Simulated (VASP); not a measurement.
# InSb3 (Pm-3m) in VASP: a series of runs, part 2 of 2

VASP 6.6.1.

**5. Single point, HSE06**

Input file POSCAR:

```
InSb3
1.0
    4.8063670000      0.0000000000      0.0000000000
    0.0000000000      4.8063670000      0.0000000000
    0.0000000000      0.0000000000      4.8063670000
Sb In
3 1
Direct
    0.5000000000      0.5000000000      0.0000000000
    0.0000000000      0.5000000000      0.5000000000
    0.5000000000      0.0000000000      0.5000000000
    0.0000000000      0.0000000000      0.0000000000
```

Input file INCAR.step1:

```
PREC     = Accurate       # precision mode
ENCUT    = 520            # plane-wave cutoff, eV
EDIFF    = 1E-5           # SCF threshold, eV
ISMEAR   = 0              # smearing method
SIGMA    = 0.1            # smearing width, eV
LREAL    = False          # projectors in reciprocal space
LASPH    = True           # aspherical terms in the spheres
NELM     = 100            # most SCF steps
ALGO     = Normal         # electronic algorithm
ISIF     = 2              # what is computed and relaxed
LWAVE    = True           # write WAVECAR
LCHARG   = False          # write CHGCAR
NBANDS   = 22             # bands
GGA      = PE             # functional
```

Input file INCAR.step2:

```
PREC     = Accurate       # precision mode
ENCUT    = 520            # plane-wave cutoff, eV
EDIFF    = 1E-6           # SCF threshold, eV
ISMEAR   = 0              # smearing method
SIGMA    = 0.1            # smearing width, eV
LREAL    = False          # projectors in reciprocal space
LASPH    = True           # aspherical terms in the spheres
NELM     = 100            # most SCF steps
ALGO     = Normal         # electronic algorithm
ISIF     = 2              # what is computed and relaxed
LWAVE    = False          # write WAVECAR
LCHARG   = False          # write CHGCAR
GGA      = PE             # functional
LHFCALC  = True           # exact exchange
HFSCREEN = 0.2079         # screening, 1/A
PRECFOCK = Normal       
NBANDS   = 22             # bands
ISTART   = 1
```

Input file KPOINTS:

```
Automatic mesh
0
Gamma
  3 3 3
```

Potentials or basis: VASP PAW PBE potentials, release 64 (Sb, In_d).

Command:

```console
$ cat potpaw_PBE.64/Sb/POTCAR potpaw_PBE.64/In_d/POTCAR > POTCAR
$ cp INCAR.step1 INCAR
$ mpirun -np 1 vasp_std > vasp.out
$ cp INCAR.step2 INCAR
$ mpirun -np 1 vasp_std > vasp.out
```

OUTCAR:

```text
PREC = Accurate
   ENCUT = 520
   EDIFF = 1E-6
   ISMEAR = 0
   LREAL = False
   LASPH = True
   NELM = 100
   ISIF = 2
   GGA = PE
   LHFCALC = True
   HFSCREEN = 0.2079
   PRECFOCK = Normal
   ISTART = 1

 ion  position               nearest neighbor table
   1  0.500  0.500  0.000-   2 3.40   3 3.40   4 3.40   2 3.40   3 3.40   3 3.40   4 3.40   3 3.40
                             2 3.40   4 3.40   2 3.40   4 3.40
[... 291 lines left out ...]
  FORCE on cell =-STRESS in cart. coord.  units (eV):
  Direction    XX          YY          ZZ          XY          YZ          ZX
  --------------------------------------------------------------------------------------
  -------------------------------------------------------------------------------------
  Total       -2.0999173     -2.0999173     -2.0999173      0.0000000      0.0000000      0.0000000
  in kB      -30.3013512    -30.3013512    -30.3013512      0.0000000      0.0000000      0.0000000
  external PRESSURE =     -30.3013512 kB  Pullay stress =       0.0000000 kB

 VOLUME and BASIS-vectors are now :
 -----------------------------------------------------------------------------
  energy-cutoff  :      520.00
  volume of cell :      111.03
      direct lattice vectors                 reciprocal lattice vectors
     4.806367000  0.000000000  0.000000000     0.208057354  0.000000000  0.000000000
     0.000000000  4.806367000  0.000000000     0.000000000  0.208057354  0.000000000
     0.000000000  0.000000000  4.806367000     0.000000000  0.000000000  0.208057354

 POSITION                                       TOTAL-FORCE (eV/Angst)
 -----------------------------------------------------------------------------------
      2.40318      2.40318      0.00000         0.000000      0.000000      0.000000
      0.00000      2.40318      2.40318         0.000000      0.000000      0.000000
      2.40318      0.00000      2.40318         0.000000      0.000000      0.000000
      0.00000      0.00000      0.00000         0.000000      0.000000      0.000000
 -----------------------------------------------------------------------------------
    total drift:                               -0.000007     -0.000002      0.000003

  FREE ENERGIE OF THE ION-ELECTRON SYSTEM (eV)
  ---------------------------------------------------
  free  energy   TOTEN  =       -17.2848015587 eV

  energy  without entropy=      -17.2619478817  energy(sigma->0) =      -17.27337472
```

OUTCAR.step1:

```text
PREC = Accurate
   ENCUT = 520
   EDIFF = 1E-5
   ISMEAR = 0
   LREAL = False
[... 310 lines left out ...]
      2.40318      2.40318      0.00000         0.000000      0.000000      0.000000
      0.00000      2.40318      2.40318         0.000000      0.000000      0.000000
      2.40318      0.00000      2.40318         0.000000      0.000000      0.000000
      0.00000      0.00000      0.00000         0.000000      0.000000      0.000000
 -----------------------------------------------------------------------------------
    total drift:                                0.000000     -0.000000     -0.000000

  FREE ENERGIE OF THE ION-ELECTRON SYSTEM (eV)
  ---------------------------------------------------
  free  energy   TOTEN  =       -14.4165695554 eV

  energy  without entropy=      -14.3937158783  energy(sigma->0) =      -14.40514272
```

Run time: 16 min. Hardware: 1 thread of Intel Xeon 8259CL, shared host; peak memory 0.33 GiB.

What came out:

```yaml
Free_energy: -17.2848 eV
Pressure: -3.0 GPa
Band_gap_on_the_k_mesh: zero (band 14 reaches 8.92 eV, above the bottom of band 15 at 6.94 eV)
```

Levels at points of the mesh, in eV from the Fermi level:
```csv
k point,band 10,band 11,band 12,band 13,band 14,band 15,band 16,band 17
"(0.00, 0.00, 0.00)",-4.77,-4.77,-3.70,0.58,0.58,0.58,2.15,2.15
```

Caveat: the k points lie up to 0.44 Å⁻¹ apart; the PAW data sets were made with another functional, which shifts forces and pressure a little; spin-orbit coupling is left out, which moves the levels of the heavy elements.

**6. Summary**

```csv
level,smearing,share of exact exchange,screening parameter,gap on the mesh (eV),pressure (GPa)
PBE-based screened hybrid,fermi-dirac 0.05 eV,0.3,0.2 1/Å,none,-3.6
PBE-based screened hybrid,fermi-dirac 0.05 eV,0.4,0.2 1/Å,none,-4.9
PBE-based screened hybrid,fermi-dirac 0.05 eV,0.5,0.2 1/Å,none,-6.3
HSE06,gaussian 0.1 eV,-,0.2079 1/Å,none,-3.0
```

Alike in all rows: task single point; potentials or basis VASP PAW PBE potentials, release 64 (Sb, In_d); no spin polarisation; cell as given; k mesh 3 × 3 × 3; cutoff (eV) 520.

Caveats: all runs use coarse meshes; the PAW data sets were made with another functional, which shifts forces and pressure a little; spin-orbit coupling is left out, which moves the levels of the heavy elements.

Absolute energies hang on the potentials; compare differences alone.
